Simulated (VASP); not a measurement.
Wanted: the native input for a VASP 6.6.1 run.

* Task: single point
* Functional: LDA
* Potentials or basis: VASP PAW LDA potentials, release 64 (Na_pv)
* Cutoff: 520 eV
* k mesh: 12 × 12 × 10
* Occupations: gaussian, width 0.15 eV
* Spin: no spin polarisation
* Dipole correction: no
* Further INCAR settings: ALGO = Fast; EDIFF = 1e-07; NBANDS = 14

The structure of Na lies in POSCAR:

```
Na
1.0
    0.0000000000     -3.7110212072      0.0000000000
   -3.7110212072      0.0000000000      0.0000000000
    0.0000000000      0.0000000000     -5.2112677876
Na
2
Direct
    0.5000000000      0.5546055893      0.5000000000
    0.0000000000     -0.0546055893      0.0000000000
```

This cell differs from its parent crystal: atoms displaced along a vibrational mode, the cell strained.

One way to write it, as run:

INCAR

```
SYSTEM = Na
ALGO = Fast
EDIFF = 1E-7
ENCUT = 520
GGA = CA
ISIF = 2
ISMEAR = 0
LASPH = .TRUE.
LCHARG = .FALSE.
LREAL = .FALSE.
LWAVE = .FALSE.
NBANDS = 14
NELM = 100
PREC = Accurate
SIGMA = 0.15
```

KPOINTS

```
k-points
0
G
  12 12 10
  0 0 0
```

Potentials or basis: VASP PAW LDA potentials, release 64 (Na_pv).

The run is started by

```bash
$ cat potpaw_LDA.64/Na_pv/POTCAR > POTCAR
$ mpirun -np 1 vasp_std > vasp.out
```

It gave:

* Pressure: -0.5 GPa
* Largest force: 0.137 eV/Å
* Band gap on the k mesh: zero (bands 7 and 8 overlap by 4.88 eV)

Caveat: the cell differs from its parent crystal (atoms displaced along a vibrational mode, the cell strained).

It took 3.4 min on 1 thread of Intel(R) Xeon(R) Platinum 8259CL CPU @ 2.50GHz (Skylake/Cascade Lake) (shared host), peak memory 0.31 GiB.
